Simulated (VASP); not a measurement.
# SnBi3O: single point with PBE

The system is SnBi3O.

```
Sn Bi O
1.0
     5.05487    0.00000    0.00000
     0.00000    5.05487    0.00000
     0.00000    0.00000    5.05487
Sn Bi O
1 3 1
Cartesian
  0.0000 0.0000 0.0000
  2.5274 2.5274 0.0000
  0.0000 2.5274 2.5274
  2.5274 0.0000 2.5274
  2.5274 2.5274 2.5274
```

The cell was generated, and may not be a known phase.

| Property | Result |
| --- | --- |
| Program | VASP 6.6.1 |
| Task | single point |
| Functional | PBE |
| Potentials or basis | VASP PAW PBE potentials, release 64 (Sn_d, Bi_d, O) |
| Cutoff | 520 eV |
| k mesh | 8 × 8 × 8 |
| Occupations | gaussian, width 0.1 eV |
| Spin | no spin polarisation |

- Pressure: 0.0 GPa
- Band gap on the k mesh: zero (an odd number of electrons rules out a gap without spin polarisation)

Levels at points of the mesh, in eV from the Fermi level:
| k point | band 29 | band 30 | band 31 | band 32 | band 33 | band 34 | band 35 | band 36 | band 37 | band 38 |
| --- | --- | --- | --- | --- | --- | --- | --- | --- | --- | --- |
| (0.00, 0.00, 0.00) | -2.04 | -2.04 | -2.04 | 0.54 | 0.54 | 0.54 | 3.39 | 3.39 | 3.39 | 4.27 |
| (0.50, 0.00, 0.00) | -2.05 | -2.05 | -0.88 | -0.40 | -0.40 | 0.62 | 0.96 | 1.06 | 2.77 | 2.77 |
| (0.50, 0.50, 0.00) | -2.10 | -2.10 | -1.70 | -0.94 | -0.94 | -0.42 | 0.12 | 2.83 | 3.14 | 3.22 |
| (0.50, 0.50, 0.50) | -2.68 | -2.68 | -2.68 | -1.91 | 2.94 | 2.94 | 3.39 | 3.39 | 3.39 | 4.23 |

Wall time 6.7 min on 1 thread of Oxide Virtual Turin-like Processor, on a shared host, peak memory 0.31 GiB.

Caveat: spin-orbit coupling is left out, which moves the levels of the heavy elements.
